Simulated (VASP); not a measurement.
# ZrSnI6 (P-1) in VASP: single point with r2SCAN+rVV10

Aim: the single point of ZrSnI6 with r2SCAN+rVV10.

Program: VASP 6.6.1. These are calculated values, not measurements. Logs are shortened: lines on timing, memory, paths and dates and some standing lists are left out, and cuts for length are marked.

## (1) The cell of the first run

The typed cell holds 8 atoms: a = 7.360 Å, b = 7.360 Å, c = 7.962 Å, α = 62.48°, β = 90.00°, γ = 60.00°.

## (2) Single point, r2SCAN+rVV10

Input file POSCAR:

```
ZrSnI6
1.0
    7.3595942362      0.0655285904     -0.0561010489
    3.6241842750      6.4044209368      0.1170119337
    0.0160164122      4.0946091124      6.8287696325
Zr Sn I
1 1 6
Direct
    0.5000000000      0.0000000000      0.5000000000
    0.0000000000      0.0000000000      0.0000000000
    0.0880885592      0.1834652028      0.2592107850
    0.9119114408      0.8165347972      0.7407892150
    0.2715389348      0.1711577967      0.7408026013
    0.7284610652      0.8288422033      0.2591973987
    0.4426657026      0.4692613316      0.2592080420
    0.5573342974      0.5307386684      0.7407919580
```

Input file INCAR.step1:

```
SYSTEM = ZrSnI6
  ALGO = Normal
  EDIFF = 1E-5
  ENCUT = 550
  GGA = PE
  GGA_COMPAT = .False.
  ISMEAR = -1
  KPAR = 4
  LASPH = .True.
  LCHARG = .False.
  LREAL = .False.
  LWAVE = .True.
  NBANDS = 44
  NELM = 120
  PREC = Accurate
  SIGMA = 0.03
```

Input file INCAR.step2:

```
SYSTEM = ZrSnI6
  ALGO = Normal
  BPARAM = 11.95
  CPARAM = 0.0093
  EDIFF = 1E-6
  ENCUT = 550
  GGA_COMPAT = .False.
  ISIF = 2
  ISMEAR = -1
  ISTART = 1
  IVDW_NL = 2
  KPAR = 4
  LASPH = .True.
  LCHARG = .False.
  LMIXTAU = .True.
  LREAL = .False.
  LUSE_VDW = .True.
  LWAVE = .False.
  METAGGA = R2SCAN
  NBANDS = 44
  NELM = 120
  PREC = Accurate
  SIGMA = 0.03
```

Input file KPOINTS:

```
k-points
0
Gamma
  6 6 6
  0 0 0
```

Potentials or basis: VASP PAW PBE potentials, release 64 (Zr_sv, Sn_d, I).

On the command line:

```sh
$ cat potpaw_PBE.64/Zr_sv/POTCAR potpaw_PBE.64/Sn_d/POTCAR potpaw_PBE.64/I/POTCAR > POTCAR
$ cp INCAR.step1 INCAR
$ mpirun -np 4 vasp_std > vasp.out
$ cp INCAR.step2 INCAR
$ mpirun -np 4 vasp_std > vasp.out
```

OUTCAR:

```text
SYSTEM = ZrSnI6
   BPARAM = 11.95
   EDIFF = 1E-6
   ENCUT = 550
   ISIF = 2
   ISMEAR = -1
   ISTART = 1
   IVDW_NL = 2
   LASPH = .True.
   LREAL = .False.
   METAGGA = R2SCAN
   NELM = 120
   PREC = Accurate

 ion  position               nearest neighbor table
   1  0.500  0.000  0.500-   5 2.86   6 2.86   7 2.86   8 2.86   3 2.86   4 2.86
   2  0.000  0.000  0.000-   3 3.16   4 3.16   8 3.16   7 3.16   6 3.16   5 3.16
   3  0.088  0.183  0.259-   1 2.86   2 3.16
   4  0.912  0.817  0.741-   1 2.86   2 3.16
   5  0.272  0.171  0.741-   1 2.86   2 3.16
   6  0.728  0.829  0.259-   1 2.86   2 3.16
   7  0.443  0.469  0.259-   1 2.86   2 3.16
   8  0.557  0.531  0.741-   1 2.86   2 3.16

  LATTYP: Found a triclinic cell.
 ALAT       =    13.1043723460
 B/A-ratio  =     0.5616208122
 C/A-ratio  =     0.6076521290
 COS(alpha) =     0.0000224760
 COS(beta)  =     0.3480814715
 COS(gamma) =     0.8424124385

  Lattice vectors:

 A1 = (  -3.6402006872, -10.4990300492,  -6.9457815662)
 A2 = (  -3.6241842750,  -6.4044209368,  -0.1170119337)
 A3 = (  -3.7514263734,   2.2442832340,  -6.6556566499)

Analysis of symmetry for initial positions (statically):
=====================================================================
 Subroutine PRICEL returns:
 Original cell was already a primitive cell.

 Routine SETGRP: Setting up the symmetry group for a
 triclinic supercell.

 Subroutine GETGRP returns: Found  2 space group operations
 (whereof  2 operations were pure point group operations)
 out of a pool of  2 trial point group operations.

The static configuration has the point symmetry S_2 .

Analysis of symmetry for dynamics (positions and initial velocities):
=====================================================================
 Subroutine PRICEL returns:
 Original cell was already a primitive cell.

 Routine SETGRP: Setting up the symmetry group for a
 triclinic supercell.

 Subroutine GETGRP returns: Found  2 space group operations
 (whereof  2 operations were pure point group operations)
 out of a pool of  2 trial point group operations.

The dynamic configuration has the point symmetry S_2 .

 Subroutine INISYM returns: Found  2 space group operations
 (whereof  2 operations are pure point group operations),
 and found     1 'primitive' translations

----------------------------------------------------------------------------------------

                                     Primitive cell

  volume of cell :     315.8923

  direct lattice vectors                    reciprocal lattice vectors
     7.359594236  0.065528590 -0.056101049     0.136930200 -0.078339499  0.046652108
     3.624184275  6.404420937  0.117011934    -0.002143742  0.159098119 -0.095392041
     0.016016412  4.094609112  6.828769633     0.001161669 -0.003369759  0.148457086

  length of vectors
     7.360099771  7.359688240  7.962297093     0.164509501  0.185516707  0.148499869

  position of ions in fractional coordinates (direct lattice)
     0.500000000  1.000000000  0.500000000
     0.000000000  0.000000000  0.000000000
     0.088088559  0.183465203  0.259210785
     0.911911441  0.816534797  0.740789215
     0.271538935  0.171157797  0.740802601
     0.728461065  0.828842203  0.259197399
     0.442665703  0.469261332  0.259208042
     0.557334297  0.530738668  0.740791958

  ion indices of the primitive-cell ions
   primitive index   ion index
                 1           1
                 2           2
                 3           3
                 4           4
                 5           5
                 6           6
                 7           7
                 8           8

----------------------------------------------------------------------------------------

 KPOINTS: k-points

Automatic generation of k-mesh.
 Grid dimensions read from file:
 generate k-points for:    6    6    6

 Generating k-lattice:

  Cartesian coordinates                     Fractional coordinates (reciprocal lattice)
     0.022821700 -0.013056583  0.007775351     0.166666667  0.000000000  0.000000000
    -0.000357290  0.026516353 -0.015898673     0.000000000  0.166666667  0.000000000
     0.000193612 -0.000561626  0.024742848     0.000000000  0.000000000  0.166666667

  Length of vectors
     0.027418250  0.030919451  0.024749978

  Shift w.r.t. Gamma in fractional coordinates (k-lattice)
     0.000000000  0.000000000  0.000000000

 Subroutine IBZKPT returns following result:
 ===========================================

 Found    112 irreducible k-points:

 Following reciprocal coordinates:
            Coordinates               Weight
  0.000000  0.000000  0.000000      1.000000
  0.166667 -0.000000  0.000000      2.000000
  0.166667  0.166667  0.000000      2.000000
  0.333333 -0.000000  0.000000      2.000000
  0.333333  0.333333 -0.000000      2.000000
  0.500000 -0.000000  0.000000      1.000000
[... 16 lines left out ...]
  0.166667  0.166667 -0.166667      2.000000
  0.333333  0.000000  0.166667      2.000000
 [... further k-points ...]
   k-points           NKPTS =    112   k-points in BZ     NKDIM =    112   number of bands    NBANDS=     44
   number of dos      NEDOS =    301   number of ions     NIONS =      8
   total plane-waves  NPLWV = 200704
   dimension x,y,z NGX =    56 NGY =   56 NGZ =   64
   dimension x,y,z NGXF=   112 NGYF=  112 NGZF=  128
   ions per type =               1   1   6
   NGX,Y,Z   is equivalent  to a cutoff of  12.65, 12.65, 13.36 a.u.
   NGXF,Y,Z  is equivalent  to a cutoff of  25.30, 25.30, 26.73 a.u.
 SYSTEM =  ZrSnI6
   PREC   = accura    normal or accurate (medium, high low for compatibility)
   ISTART =      1    job   : 0-new  1-cont  2-samecut
   ICHARG =      0    charge: 1-file 2-atom 10-const
   ISPIN  =      1    spin polarized calculation?
   LNONCOLLINEAR =      F non collinear calculations
   LSORBIT =      F    spin-orbit coupling
   LASPH  =      T    aspherical Exc in radial PAW
   ENCUT  =  550.0 eV  40.42 Ry    6.36 a.u.  14.07 14.07 15.23*2*pi/ulx,y,z
   NELM   =    120;   NELMIN=  2; NELMDL=  0     # of ELM steps
   EDIFF  = 0.1E-05   stopping-criterion for ELM
   LREAL  =      F    real-space projection
   EDIFFG = 0.1E-04   stopping-criterion for IOM
   NSW    =      0    number of steps for IOM
   IBRION =     -1    ionic relax: 0-MD 1-quasi-New 2-CG
   NFREE  =      0    steps in history (QN), initial steepest desc. (CG)
   ISIF   =      2    stress and relaxation
   ISYM   =      2    0-nonsym 1-usesym 2-fastsym
   POTIM  = 0.5000    time-step for ionic-motion
   TEBEG  =    0.0;   TEEND  =   0.0 temperature during run
   PSTRESS=    0.0 pullay stress
   NELECT =      68.0000    total number of electrons
   NUPDOWN=      -1.0000    fix difference up-down
   EMIN   =  10.00;   EMAX   =-10.00  energy-range for DOS
   EFERMI =   0.00;   METHOD = LEGACY
   ISMEAR =    -1;   SIGMA  =   0.03  broadening in eV -4-tet -1-fermi 0-gaus
   EFERMI_NEDOS =   21; number of points for ismear=-14 and -15
   IALGO  =     38    algorithm
   IMIX   =      4    mixing-type and parameters
     AMIX     =   0.40;   BMIX     =  1.00
     AMIX_MAG =   1.60;   BMIX_MAG =  1.00
  volume/ion in A,a.u.               =      39.49       266.47
  Fermi-wavevector in a.u.,A,eV,Ry     =   0.981141  1.854088 13.097482  0.962638
  Thomas-Fermi vector in A             =   2.112125
   LORBIT       =      0    0 simple, 1 ext, 2 COOP (PROOUT), +10 PAW based schemes
   METAGGA = R2SCAN    functional components
   LHFCALC =     F    Hartree Fock is set to
   AEXX    =    0.0000 exact exchange contribution
   IVDW_NL    =     2    kernel type
   BPARAM     =11.9500
   IVDW    =     0    specifies the selected vdW correction
   LEPSILON=     F    determine dielectric tensor
   LRPA    =     F    only Hartree local field effects (RPA)
 non-spin polarized calculation
  energy-cutoff  :      550.00
  volume of cell :      315.89
 maximum number of plane-waves:      9276
   NGX = 29   NGY = 29   NGZ = 31

 number of electron      68.0000001 magnetization

 Free energy of the ion-electron system (eV)
  ---------------------------------------------------
  ext. energy  EPLUGINS =         0.00000000
  ---------------------------------------------------
  free energy    TOTEN  =      -199.54069342 eV

  energy without entropy =     -199.54069342  energy(sigma->0) =     -199.54069342

 E-fermi :   3.6336     XC(G=0):  -8.7901

 val. band max:        3.0148199841   @ k =   0.1667   0.1667   0.0000
 cond. band min:       4.2181760435   @ k =   0.0000   0.5000   0.5000
 fundamental gap:      1.2033560594
 Fermi energy:         3.6336419763

 k-point     1 :       0.0000    0.0000    0.0000
  band No.  band energies     occupation
      1     -48.5449      2.00000
      2     -25.8215      2.00000
      3     -25.8214      2.00000
      4     -25.8173      2.00000
      5     -18.8099      2.00000
      6     -18.8099      2.00000
[... 36 lines left out ...]
     43       8.8530      0.00000
     44       9.2537      0.00000

 k-point     2 :       0.1667   -0.0000    0.0000
  band No.  band energies     occupation
      1     -48.5449      2.00000
      2     -25.8215      2.00000
      3     -25.8214      2.00000
      4     -25.8173      2.00000
      5     -18.8100      2.00000
      6     -18.8099      2.00000
[... 36 lines left out ...]
     43       9.1675      0.00000
     44       9.4120      0.00000

 k-point     3 :       0.1667    0.1667    0.0000
  band No.  band energies     occupation
      1     -48.5449      2.00000
      2     -25.8215      2.00000
      3     -25.8214      2.00000
      4     -25.8173      2.00000
      5     -18.8100      2.00000
      6     -18.8099      2.00000
[... 36 lines left out ...]
     43       9.1675      0.00000
     44       9.4120      0.00000

 k-point     4 :       0.3333   -0.0000    0.0000
  band No.  band energies     occupation
      1     -48.5449      2.00000
      2     -25.8215      2.00000
      3     -25.8214      2.00000
      4     -25.8173      2.00000
      5     -18.8099      2.00000
      6     -18.8099      2.00000
[... 882 lines left out ...]
     43       9.0866      0.00000
     44       9.4450      0.00000

 k-point    23 :       0.1667    0.1667   -0.1667
  band No.  band energies     occupation
      1     -48.5449      2.00000
      2     -25.8215      2.00000
      3     -25.8214      2.00000
      4     -25.8173      2.00000
      5     -18.8099      2.00000
      6     -18.8099      2.00000
[... 36 lines left out ...]
     43       9.0866      0.00000
     44       9.4450      0.00000

 k-point    24 :       0.3333    0.0000    0.1667
  band No.  band energies     occupation
      1     -48.5449      2.00000
      2     -25.8215      2.00000
      3     -25.8215      2.00000
      4     -25.8173      2.00000
      5     -18.8099      2.00000
      6     -18.8099      2.00000
[... 36 lines left out ...]
     43       9.1766      0.00000
     44       9.3996      0.00000

 [... further k-points ...]
[... 5 lines left out ...]
  --------------------------------------------------------------------------------------
  -------------------------------------------------------------------------------------
  Total        0.1586933      0.1608822      0.1493331      0.0000572      0.0008770     -0.0014480
  in kB        0.8048782      0.8159799      0.7574042      0.0002903      0.0044481     -0.0073442
  external PRESSURE =       0.7927541 kB  Pullay stress =       0.0000000 kB

 VOLUME and BASIS-vectors are now :
 -----------------------------------------------------------------------------
  energy-cutoff  :      550.00
  volume of cell :      315.89
      direct lattice vectors                 reciprocal lattice vectors
     7.359594236  0.065528590 -0.056101049     0.136930200 -0.078339499  0.046652108
     3.624184275  6.404420937  0.117011934    -0.002143742  0.159098119 -0.095392041
     0.016016412  4.094609112  6.828769633     0.001161669 -0.003369759  0.148457086

 POSITION                                       TOTAL-FORCE (eV/Angst)
 -----------------------------------------------------------------------------------
      3.68781      2.08007      3.38633         0.000000     -0.000000      0.000000
      0.00000      0.00000      0.00000         0.000000     -0.000000      0.000000
      1.31736      2.24213      1.78662        -0.004095      0.005186      0.009289
      9.68244      8.32243      5.10306         0.004095     -0.005186     -0.009289
      2.63059      4.14726      5.06356         0.002371      0.006355     -0.008747
      8.36921      6.41730      1.82612        -0.002371     -0.006355      0.008747
      4.96268      4.09571      1.80015         0.006959      0.000600      0.008811
      6.03711      6.46885      5.08953        -0.006959     -0.000600     -0.008811
 -----------------------------------------------------------------------------------
    total drift:                               -0.000000     -0.000000      0.000000

  FREE ENERGIE OF THE ION-ELECTRON SYSTEM (eV)
  ---------------------------------------------------
  free  energy   TOTEN  =      -199.5406934226 eV

  energy  without entropy=     -199.5406934225  energy(sigma->0) =     -199.54069342
```

It took 21 min on 4 MPI ranks of Intel Xeon 6975P-C (Granite Rapids), shared host; peak memory 2.3 GiB.

Results:

* Free energy: -199.5407 eV
* Pressure: 0.1 GPa
* Largest force: 0.011 eV/Å
* Band gap on the k mesh: 1.20 eV (least direct gap 1.46 eV)

Forces in eV/Å, atoms in the order of the input:
```
Zr   0.000  0.000  0.000
Sn   0.000  0.000  0.000
I   -0.004  0.005  0.009
I    0.004 -0.005 -0.009
I    0.002  0.006 -0.009
I   -0.002 -0.006  0.009
I    0.007  0.001  0.009
I   -0.007 -0.001 -0.009
```

Caveat: the PAW data sets were made with another functional, which shifts forces and pressure a little; spin-orbit coupling is left out, which moves the levels of the heavy elements.
